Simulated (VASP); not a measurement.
Set up this calculation in VASP 6.6.1, as the native input.

```
Task                    : single point
Functional              : PBE
Potentials or basis     : VASP PAW PBE potentials, release 64 (Sb)
Cutoff                  : 520 eV
k mesh                  : 12 × 12 × 6
Occupations             : gaussian, width 0.1 eV
Spin                    : no spin polarisation
Dipole correction       : no
k mesh for the DOS      : 18 × 18 × 9
Occupations for the DOS : tetrahedron
Further INCAR settings  : ALGO = Normal; EDIFF = 1e-07; NBANDS = 18
```

The system is Sb.

```
Sb
1.0
     4.25244    0.00000    0.00000
    -2.12622    3.68272    0.00000
     0.00000    0.00000    9.70577
Sb
4
Direct
  0.00000 0.00000 0.78921
  0.00000 0.00000 0.21079
  0.33333 0.66667 0.62699
  0.66667 0.33333 0.37301
```

The input as run:

POSCAR

```
Sb
1.0
    4.2524400993      0.0000000000      0.0000000000
   -2.1262200496      3.6827211540      0.0000000000
    0.0000000000      0.0000000000      9.7057659728
Sb
4
Direct
    0.0000000000      0.0000000000      0.7892076523
    0.0000000000      0.0000000000      0.2107923477
    0.3333333333      0.6666666667      0.6269889138
    0.6666666667      0.3333333333      0.3730110862
```

INCAR.step1

```
SYSTEM = Sb
PREC = Accurate
ENCUT = 520
EDIFF = 1E-7
ISMEAR = 0
SIGMA = 0.1
LREAL = .False.
LASPH = .True.
NELM = 60
ALGO = Normal
ISIF = 2
LWAVE = .False.
LCHARG = .True.
GGA = PE
NBANDS = 18
```

KPOINTS.step1

```
regular mesh
0
Gamma
  12 12 6
  0 0 0
```

INCAR.step2

```
SYSTEM = Sb
PREC = Accurate
ENCUT = 520
EDIFF = 1E-7
ISMEAR = -5
SIGMA = 0.1
LREAL = .False.
LASPH = .True.
NELM = 60
ALGO = Normal
ISIF = 2
LWAVE = .False.
LCHARG = .False.
GGA = PE
LORBIT = 10
NBANDS = 18
NEDOS = 1001
ICHARG = 11
```

KPOINTS.step2

```
regular mesh
0
Gamma
  18 18 9
  0 0 0
```

Potentials or basis: VASP PAW PBE potentials, release 64 (Sb).

Run with:

```sh
$ cat potpaw_PBE.64/Sb/POTCAR > POTCAR
$ cp INCAR.step1 INCAR
$ cp KPOINTS.step1 KPOINTS
$ mpirun -np 1 vasp_std > vasp.out
$ cp INCAR.step2 INCAR
$ cp KPOINTS.step2 KPOINTS
$ mpirun -np 1 vasp_std > vasp.out
```

It gave:

| Quantity | Value |
| --- | --- |
| Valence electrons inside the program's atomic spheres | Sb 2.39, 2.38 (each value once) |

It took 11 min on 1 thread of Intel(R) Xeon(R) Platinum 8175M CPU @ 2.50GHz (Skylake/Cascade Lake) (shared host), peak memory 0.69 GiB.
